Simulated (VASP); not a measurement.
# Ti (P2_1/m) in VASP: a series of runs

Runs on Ti. Level: PBE. Tasks: single point.

Program: VASP 6.6.1. These are calculated values, not measurements. Logs are shortened: lines on timing, memory, paths and dates and some standing lists are left out, and cuts for length are marked.

## Step 1: The cell of the first run

The structure is monoclinic, space group P2_1/m (No. 11). Conventional cell: a = 2.938 Å, b = 4.651 Å, c = 2.938 Å, α = 90.00°, β = 120.00°, γ = 90.00°. Ti (site symmetry m) has 12 Ti at 2.68 to 3.13 Å within 3.5 Å.

## Step 2: Single point, PBE (atoms displaced along a vibrational mode)

INCAR

```
PREC     = Accurate       # precision mode
ENCUT    = 520            # plane-wave cutoff, eV
EDIFF    = 1E-6           # SCF threshold, eV
ISMEAR   = 0              # smearing method
SIGMA    = 0.15           # smearing width, eV
LREAL    = False          # projectors in reciprocal space
LASPH    = True           # aspherical terms in the spheres
NELM     = 100            # most SCF steps
ALGO     = Fast           # electronic algorithm
ISIF     = 2              # what is computed and relaxed
LWAVE    = False          # write WAVECAR
LCHARG   = False          # write CHGCAR
GGA      = PE             # functional
NBANDS   = 19             # bands
```

KPOINTS

```
Automatic mesh
0
Gamma
  18 18 10
```

POSCAR

```
Ti
1.0
    2.9382568838      0.0000000000      0.0000000000
   -1.4691284419      2.5446051042      0.0000000000
    0.0000000000      0.0000000000      4.6505573013
Ti
2
Direct
    0.2567573194      0.6666666667      0.2500000000
    0.7432426806      0.3333333333      0.7500000000
```

Potentials or basis: VASP PAW PBE potentials, release 64 (Ti_sv).

On the command line:

```bash
$ cat potpaw_PBE.64/Ti_sv/POTCAR > POTCAR
$ mpirun -np 1 vasp_std > vasp.out
```

OUTCAR:

```text
PREC = Accurate
   ENCUT = 520
   EDIFF = 1E-6
   ISMEAR = 0
   LREAL = False
   LASPH = True
   NELM = 100
   ISIF = 2
   GGA = PE

 ion  position               nearest neighbor table
   1  0.257  0.667  0.250-   2 2.68   2 2.68   2 2.91   2 2.91
   2  0.743  0.333  0.750-   1 2.68   1 2.68   1 2.91   1 2.91

  LATTYP: Found a hexagonal cell.
 ALAT       =     2.9382568838
 C/A-ratio  =     1.5827606248

  Lattice vectors:

 A1 = (   2.9382568838,   0.0000000000,   0.0000000000)
 A2 = (  -1.4691284419,   2.5446051042,   0.0000000000)
 A3 = (   0.0000000000,   0.0000000000,   4.6505573013)

Analysis of symmetry for initial positions (statically):
=====================================================================
 Subroutine PRICEL returns:
 Original cell was already a primitive cell.

 Routine SETGRP: Setting up the symmetry group for a
 hexagonal supercell.

 Subroutine GETGRP returns: Found  4 space group operations
 (whereof  2 operations were pure point group operations)
 out of a pool of 24 trial point group operations.

The static configuration has the point symmetry S_2 .
 The point group associated with its full space group is C_2h.

Analysis of symmetry for dynamics (positions and initial velocities):
=====================================================================
 Subroutine PRICEL returns:
 Original cell was already a primitive cell.

 Routine SETGRP: Setting up the symmetry group for a
 hexagonal supercell.

 Subroutine GETGRP returns: Found  4 space group operations
 (whereof  2 operations were pure point group operations)
 out of a pool of 24 trial point group operations.

The dynamic configuration has the point symmetry S_2 .
 The point group associated with its full space group is C_2h.

 Subroutine INISYM returns: Found  4 space group operations
 (whereof  2 operations are pure point group operations),
 and found     1 'primitive' translations

----------------------------------------------------------------------------------------

                                     Primitive cell

  volume of cell :      34.7708

  direct lattice vectors                    reciprocal lattice vectors
     2.938256884  0.000000000  0.000000000     0.340337840  0.196494143  0.000000000
    -1.469128442  2.544605104  0.000000000     0.000000000  0.392988287  0.000000000
     0.000000000  0.000000000  4.650557301     0.000000000  0.000000000  0.215027992

  length of vectors
     2.938256884  2.938256884  4.650557301     0.392988287  0.392988287  0.215027992

  position of ions in fractional coordinates (direct lattice)
     0.256757319  0.666666667  0.250000000
     0.743242681  0.333333333  0.750000000

  ion indices of the primitive-cell ions
   primitive index   ion index
                 1           1
                 2           2

----------------------------------------------------------------------------------------

 KPOINTS: Automatic mesh

Automatic generation of k-mesh.
 Grid dimensions read from file:
 generate k-points for:   18   18   10

 Generating k-lattice:

  Cartesian coordinates                     Fractional coordinates (reciprocal lattice)
     0.018907658  0.010916341  0.000000000     0.055555556  0.000000000  0.000000000
     0.000000000  0.021832683  0.000000000     0.000000000  0.055555556  0.000000000
     0.000000000  0.000000000  0.021502799     0.000000000  0.000000000  0.100000000

  Length of vectors
     0.021832683  0.021832683  0.021502799

  Shift w.r.t. Gamma in fractional coordinates (k-lattice)
     0.000000000  0.000000000  0.000000000

 Subroutine IBZKPT returns following result:
 ===========================================

 Found    984 irreducible k-points:

 Following reciprocal coordinates:
            Coordinates               Weight
  0.000000  0.000000  0.000000      1.000000
  0.055556 -0.000000  0.000000      2.000000
  0.000000  0.055556  0.000000      2.000000
 -0.055556  0.055556  0.000000      2.000000
  0.111111 -0.000000  0.000000      2.000000
  0.000000  0.111111  0.000000      2.000000
[... 16 lines left out ...]
  0.444444 -0.000000  0.000000      2.000000
  0.000000  0.444444  0.000000      2.000000
 [... further k-points ...]
   k-points           NKPTS =    984   k-points in BZ     NKDIM =    984   number of bands    NBANDS=     19
   number of dos      NEDOS =    301   number of ions     NIONS =      2
   total plane-waves  NPLWV =  20736
   dimension x,y,z NGX =    24 NGY =   24 NGZ =   36
   dimension x,y,z NGXF=    48 NGYF=   48 NGZF=   72
   ions per type =               2
   NGX,Y,Z   is equivalent  to a cutoff of  13.58, 13.58, 12.87 a.u.
   NGXF,Y,Z  is equivalent  to a cutoff of  27.16, 27.16, 25.74 a.u.
 SYSTEM =  unknown system
   PREC   = accura    normal or accurate (medium, high low for compatibility)
   ISTART =      0    job   : 0-new  1-cont  2-samecut
   ICHARG =      2    charge: 1-file 2-atom 10-const
   ISPIN  =      1    spin polarized calculation?
   LNONCOLLINEAR =      F non collinear calculations
   LSORBIT =      F    spin-orbit coupling
   LASPH  =      T    aspherical Exc in radial PAW
   ENCUT  =  520.0 eV  38.22 Ry    6.18 a.u.   5.46  5.46  8.65*2*pi/ulx,y,z
   NELM   =    100;   NELMIN=  2; NELMDL= -5     # of ELM steps
   EDIFF  = 0.1E-05   stopping-criterion for ELM
   LREAL  =      F    real-space projection
   EDIFFG = 0.1E-04   stopping-criterion for IOM
   NSW    =      0    number of steps for IOM
   IBRION =     -1    ionic relax: 0-MD 1-quasi-New 2-CG
   NFREE  =      0    steps in history (QN), initial steepest desc. (CG)
   ISIF   =      2    stress and relaxation
   ISYM   =      2    0-nonsym 1-usesym 2-fastsym
   POTIM  = 0.5000    time-step for ionic-motion
   TEBEG  =    0.0;   TEEND  =   0.0 temperature during run
   PSTRESS=    0.0 pullay stress
   NELECT =      24.0000    total number of electrons
   NUPDOWN=      -1.0000    fix difference up-down
   EMIN   =  10.00;   EMAX   =-10.00  energy-range for DOS
   EFERMI =   0.00;   METHOD = LEGACY
   ISMEAR =     0;   SIGMA  =   0.15  broadening in eV -4-tet -1-fermi 0-gaus
   EFERMI_NEDOS =   21; number of points for ismear=-14 and -15
   IALGO  =     68    algorithm
   IMIX   =      4    mixing-type and parameters
     AMIX     =   0.40;   BMIX     =  1.00
     AMIX_MAG =   1.60;   BMIX_MAG =  1.00
  volume/ion in A,a.u.               =      17.39       117.32
  Fermi-wavevector in a.u.,A,eV,Ry     =   1.446795  2.734045 28.479911  2.093214
  Thomas-Fermi vector in A             =   2.564823
   LORBIT       =      0    0 simple, 1 ext, 2 COOP (PROOUT), +10 PAW based schemes
   GGA     = PE    functional components
   LHFCALC =     F    Hartree Fock is set to
   AEXX    =    0.0000 exact exchange contribution
   IVDW    =     0    specifies the selected vdW correction
   LEPSILON=     F    determine dielectric tensor
   LRPA    =     F    only Hartree local field effects (RPA)
 non-spin polarized calculation
 RMM-DIIS sequential band-by-band and
 Gauss-broadening in eV      SIGMA  =   0.15
  energy-cutoff  :      520.00
  volume of cell :       34.77
 maximum number of plane-waves:       965
 NGX is ok and might be reduce to    24
   NGX = 11   NGY = 11   NGZ = 17

 number of electron      24.0000004 magnetization

 Free energy of the ion-electron system (eV)
  ---------------------------------------------------
  ext. energy  EPLUGINS =         0.00000000
  ---------------------------------------------------
  free energy    TOTEN  =       -15.56292259 eV

  energy without entropy =      -15.53007638  energy(sigma->0) =      -15.54649948

 E-fermi :   8.1930     XC(G=0): -11.4845

 val. band max:        8.1911445422   @ k =   0.3889   0.3889   0.2000
 cond. band min:       8.1930599577   @ k =   0.0556   0.1111  -0.1000
 fundamental gap:      0.0019154155
 Fermi energy:         8.1930249783

 k-point     1 :       0.0000    0.0000    0.0000
  band No.  band energies     occupation
      1     -48.5200      2.00000
      2     -48.3607      2.00000
      3     -25.1346      2.00000
      4     -24.5117      2.00000
      5     -24.4330      2.00000
      6     -24.4169      2.00000
[... 11 lines left out ...]
     18      10.6363      0.00000
     19      10.8618      0.00000

 k-point     2 :       0.0556   -0.0000    0.0000
  band No.  band energies     occupation
      1     -48.5167      2.00000
      2     -48.3596      2.00000
      3     -25.1270      2.00000
      4     -24.5236      2.00000
      5     -24.4420      2.00000
      6     -24.4166      2.00000
[... 11 lines left out ...]
     18      10.5248      0.00000
     19      10.9775      0.00000

 k-point     3 :       0.0000    0.0556    0.0000
  band No.  band energies     occupation
      1     -48.5169      2.00000
      2     -48.3594      2.00000
      3     -25.1279      2.00000
      4     -24.5215      2.00000
      5     -24.4410      2.00000
      6     -24.4249      2.00000
[... 11 lines left out ...]
     18      10.7742      0.00000
     19      10.8148      0.00000

 k-point     4 :      -0.0556    0.0556    0.0000
  band No.  band energies     occupation
      1     -48.5174      2.00000
      2     -48.3590      2.00000
      3     -25.1299      2.00000
      4     -24.5157      2.00000
      5     -24.4521      2.00000
      6     -24.4251      2.00000
[... 11 lines left out ...]
     18      10.7049      0.00000
     19      11.0814      0.00000

 k-point     5 :       0.1111   -0.0000    0.0000
  band No.  band energies     occupation
      1     -48.5074      2.00000
      2     -48.3567      2.00000
      3     -25.1047      2.00000
      4     -24.5584      2.00000
      5     -24.4633      2.00000
      6     -24.4245      2.00000
[... 11 lines left out ...]
     18      10.3010      0.00000
     19      11.1666      0.00000

 k-point     6 :       0.0000    0.1111    0.0000
  band No.  band energies     occupation
      1     -48.5081      2.00000
      2     -48.3560      2.00000
      3     -25.1082      2.00000
      4     -24.5524      2.00000
      5     -24.4683      2.00000
      6     -24.4455      2.00000
[... 11 lines left out ...]
     18      10.6116      0.00000
     19      11.0450      0.00000

 k-point     7 :      -0.1111    0.1111    0.0000
  band No.  band energies     occupation
      1     -48.5098      2.00000
      2     -48.3543      2.00000
      3     -25.1164      2.00000
      4     -24.5284      2.00000
      5     -24.5005      2.00000
      6     -24.4542      2.00000
[... 11 lines left out ...]
     18      10.6684      0.00000
     19      11.6365      0.00000

 k-point     8 :       0.1667   -0.0000    0.0000
  band No.  band energies     occupation
      1     -48.4928      2.00000
      2     -48.3525      2.00000
      3     -25.0690      2.00000
      4     -24.6128      2.00000
      5     -24.4947      2.00000
      6     -24.4690      2.00000
[... 256 lines left out ...]
 k-point    20 :       0.3889    0.0000    0.0000
  band No.  band energies     occupation
      1     -48.4131      2.00000
      2     -48.3420      2.00000
      3     -24.8707      2.00000
      4     -24.8482      2.00000
      5     -24.7942      2.00000
      6     -24.5858      2.00000
[... 11 lines left out ...]
     18      11.6055      0.00000
     19      11.6565      0.00000

 k-point    21 :       0.0000    0.3889    0.0000
  band No.  band energies     occupation
      1     -48.4235      2.00000
      2     -48.3319      2.00000
      3     -24.9001      2.00000
      4     -24.8894      2.00000
      5     -24.7876      2.00000
      6     -24.5632      2.00000
[... 11 lines left out ...]
     18      11.5065      0.00000
     19      11.6418      0.00000

 k-point    22 :      -0.3889    0.3889    0.0000
  band No.  band energies     occupation
      1     -48.4421      2.00000
      2     -48.3136      2.00000
      3     -24.9904      2.00000
      4     -24.9072      2.00000
      5     -24.7482      2.00000
      6     -24.6148      2.00000
[... 11 lines left out ...]
     18      11.5971      0.00000
     19      11.8866      0.00000

 k-point    23 :       0.4444   -0.0000    0.0000
  band No.  band energies     occupation
      1     -48.3989      2.00000
      2     -48.3438      2.00000
      3     -24.9047      2.00000
      4     -24.8381      2.00000
      5     -24.8003      2.00000
      6     -24.5982      2.00000
[... 11 lines left out ...]
     18      11.8520      0.00000
     19      12.2843      0.00000

 k-point    24 :       0.0000    0.4444    0.0000
  band No.  band energies     occupation
      1     -48.4124      2.00000
      2     -48.3306      2.00000
      3     -24.9296      2.00000
      4     -24.8689      2.00000
      5     -24.8241      2.00000
      6     -24.5744      2.00000
[... 11 lines left out ...]
     18      11.7366      0.00000
     19      12.2163      0.00000

 [... further k-points ...]

------------------------ aborting loop because EDIFF is reached ----------------------------------------

  FORCE on cell =-STRESS in cart. coord.  units (eV):
  Direction    XX          YY          ZZ          XY          YZ          ZX
  --------------------------------------------------------------------------------------
  -------------------------------------------------------------------------------------
  Total       -0.2566316     -0.6447100      0.1899905      0.8605764      0.0000000      0.0000000
  in kB      -11.8251213    -29.7070704      8.7544187     39.6538034      0.0000000      0.0000000
  external PRESSURE =     -10.9259243 kB  Pullay stress =       0.0000000 kB

 VOLUME and BASIS-vectors are now :
 -----------------------------------------------------------------------------
  energy-cutoff  :      520.00
  volume of cell :       34.77
      direct lattice vectors                 reciprocal lattice vectors
     2.938256884  0.000000000  0.000000000     0.340337840  0.196494143  0.000000000
    -1.469128442  2.544605104  0.000000000     0.000000000  0.392988287  0.000000000
     0.000000000  0.000000000  4.650557301     0.000000000  0.000000000  0.215027992

 POSITION                                       TOTAL-FORCE (eV/Angst)
 -----------------------------------------------------------------------------------
     -0.22500      1.69640      1.16264         0.435553      0.057499      0.000000
      1.69413      0.84820      3.48792        -0.435553     -0.057499     -0.000000
 -----------------------------------------------------------------------------------
    total drift:                                0.000000     -0.000000      0.000000

  FREE ENERGIE OF THE ION-ELECTRON SYSTEM (eV)
  ---------------------------------------------------
  free  energy   TOTEN  =       -15.5629225856 eV

  energy  without entropy=      -15.5300763769  energy(sigma->0) =      -15.54649948
```

It took 37 min on 1 thread of Oxide Virtual Turin-like, shared host; peak memory 0.55 GiB.

Results:

| Item | Value |
| --- | --- |
| Free energy | -15.5629 eV |
| Pressure | -1.1 GPa |
| Largest force | 0.439 eV/Å |
| Band gap on the k mesh | zero (bands 12 and 13 overlap by 1.17 eV) |

Forces on the atoms (eV/Å):
```
Ti   0.436  0.057  0.000
Ti  -0.436 -0.057  0.000
```

Stress tensor (GPa, compression positive):
```
-1.18  3.97  0.00
 3.97 -2.97  0.00
 0.00  0.00  0.88
```

Caveat: the cell differs from its parent crystal (atoms displaced along a vibrational mode).

## Step 3: Single point, PBE (atoms displaced along a vibrational mode)

INCAR

```
  PREC = Accurate
  ENCUT = 520
  EDIFF = 1E-6
  ISMEAR = 0
  SIGMA = 0.15
  LREAL = F
  LASPH = T
  NELM = 80
  ALGO = Fast
  ISIF = 2
  LWAVE = F
  LCHARG = T
  GGA = PE
  LELF = T
  LVHAR = T
  NBANDS = 19
```

KPOINTS is that of step 2.

POSCAR

```
Ti
1.0
    2.9382568838      0.0000000000      0.0000000000
   -1.4691284419      2.5446051042      0.0000000000
    0.0000000000      0.0000000000      4.6505573013
Ti
2
Direct
    0.2822826574      0.6666666667      0.2500000000
    0.7177173426      0.3333333333      0.7500000000
```

Potentials or basis: VASP PAW PBE potentials, release 64 (Ti_sv).

On the command line:

```bash
$ cat potpaw_PBE.64/Ti_sv/POTCAR > POTCAR
$ mpirun -np 1 vasp_std > vasp.out
```

OUTCAR:

```text
PREC = Accurate
   ENCUT = 520
   EDIFF = 1E-6
   ISMEAR = 0
   LREAL = F
   LASPH = T
   NELM = 80
   ISIF = 2
   GGA = PE

 ion  position               nearest neighbor table
   1  0.282  0.667  0.250-   2 2.74   2 2.74   2 2.89   2 2.89
   2  0.718  0.333  0.750-   1 2.74   1 2.74   1 2.89   1 2.89

  LATTYP: Found a hexagonal cell.
 ALAT       =     2.9382568838
 C/A-ratio  =     1.5827606248

  Lattice vectors:

 A1 = (   2.9382568838,   0.0000000000,   0.0000000000)
[... 715 lines left out ...]

 [... further k-points ...]

------------------------ aborting loop because EDIFF is reached ----------------------------------------

  FORCE on cell =-STRESS in cart. coord.  units (eV):
  Direction    XX          YY          ZZ          XY          YZ          ZX
  --------------------------------------------------------------------------------------
  -------------------------------------------------------------------------------------
  Total       -0.1186366     -0.3345057      0.1001088      0.7144576      0.0000000      0.0000000
  in kB       -5.4665594    -15.4134177      4.6128320     32.9209120      0.0000000      0.0000000
  external PRESSURE =      -5.4223817 kB  Pullay stress =       0.0000000 kB

 VOLUME and BASIS-vectors are now :
 -----------------------------------------------------------------------------
  energy-cutoff  :      520.00
  volume of cell :       34.77
      direct lattice vectors                 reciprocal lattice vectors
     2.938256884  0.000000000  0.000000000     0.340337840  0.196494143  0.000000000
    -1.469128442  2.544605104  0.000000000     0.000000000  0.392988287  0.000000000
     0.000000000  0.000000000  4.650557301     0.000000000  0.000000000  0.215027992

 POSITION                                       TOTAL-FORCE (eV/Angst)
 -----------------------------------------------------------------------------------
     -0.15000      1.69640      1.16264         0.360174      0.028727      0.000000
      1.61913      0.84820      3.48792        -0.360174     -0.028727      0.000000
 -----------------------------------------------------------------------------------
    total drift:                               -0.000000      0.000000     -0.000000

  FREE ENERGIE OF THE ION-ELECTRON SYSTEM (eV)
  ---------------------------------------------------
  free  energy   TOTEN  =       -15.6217279226 eV

  energy  without entropy=      -15.5908530038  energy(sigma->0) =      -15.60629046
```

OSZICAR:

```text
N       E                     dE             d eps       ncg     rms          rms(c)
DAV:   1     0.264168832760E+03    0.26417E+03   -0.13086E+04 37432   0.158E+03
DAV:   2     0.127219506554E+02   -0.25145E+03   -0.24737E+03 38323   0.441E+02
DAV:   3    -0.163459587672E+02   -0.29068E+02   -0.28720E+02 69826   0.124E+02
[... 27 lines left out ...]
RMM:  31    -0.156228871991E+02   -0.18563E-05   -0.23927E-05 42338   0.209E-02    0.129E-03
RMM:  32    -0.156742760327E+02   -0.51389E-01   -0.51389E-01 38465   0.178E-02    0.108E-02
RMM:  33    -0.156217251934E+02    0.52551E-01   -0.15722E-05 37231   0.158E-02    0.187E-03
RMM:  34    -0.156217263539E+02   -0.11606E-05   -0.14350E-05 35066   0.142E-02    0.210E-03
RMM:  35    -0.156217272598E+02   -0.90587E-06   -0.11416E-05 34057   0.131E-02    0.219E-03
RMM:  36    -0.156217279226E+02   -0.66277E-06   -0.86984E-06 32845   0.121E-02
   1 F= -.15621728E+02 E0= -.15606290E+02  d E =-.308749E-01
```

It took 37 min on 1 thread of Oxide Virtual Turin-like, shared host; peak memory 0.55 GiB.

What came out:

| Property | Result |
| --- | --- |
| Free energy | -15.6217 eV |
| Pressure | -0.5 GPa |
| Largest force | 0.361 eV/Å |
| Band gap on the k mesh | zero (bands 12 and 13 overlap by 1.55 eV) |

Forces in eV/Å, atoms in the order of the input:
```
Ti   0.360  0.029  0.000
Ti  -0.360 -0.029  0.000
```

Caveat: the cell differs from its parent crystal (atoms displaced along a vibrational mode).
